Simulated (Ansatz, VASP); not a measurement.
## Two plane-wave programs on Ta3H

```
CELL_PARAMETERS angstrom
4.60022 0.00000 0.00000
-2.30011 3.98391 0.00000
0.00000 0.00000 22.40177
ATOMIC_POSITIONS crystal
Ta 0.66667 0.33333 0.17856
Ta 0.33333 0.66667 0.22047
Ta 0.00000 0.00000 0.26239
Ta 0.66667 0.33333 0.30168
Ta 0.33333 0.66667 0.33854
Ta 0.00000 0.00000 0.37505
H 0.20497 0.66667 0.45228
H 0.46170 0.66667 0.45228
```

Alike in both runs: task single point; functional LDA; k mesh 6 × 6 × 1; occupations gaussian, width 0.1 eV; no spin polarisation.

|  | VASP | Ansatz |
| --- | --- | --- |
| version | VASP 6.6.1 | Ansatz 0.2.0 |
| potentials or method | VASP PAW LDA potentials, release 64 (Ta_pv, H), cutoff 520 eV | scalar-relativistic, plane waves, PAW |
| valence electrons in the cell | 68 | 80 |

|  | VASP | Ansatz | Ansatz less VASP |
| --- | --- | --- | --- |
| gap on the k mesh at the Fermi level (eV) | none | none | - |
| rms of the force components (eV/Å) | 0.924 | 0.918 | -0.0059 |
| work function, face that differs most (eV) | 4.11 | 4.10 | -0.005 |

Ansatz warns that its potentials were made for another functional, while VASP's fit it. LDA's correlation is that of Perdew and Zunger in VASP and of Perdew and Wang (1992) in Ansatz. Atom by atom the forces differ by 0.024 eV/Å (rms over components). A gap of «none» marks a metal or a gap that the smearing closes. VASP's potentials hold 68 valence electrons a cell and Ansatz's 80, so a difference there can come from the potentials and not from the codes. Ansatz's warnings: vacuum below fermi.

Neither program's run includes spin-orbit coupling.
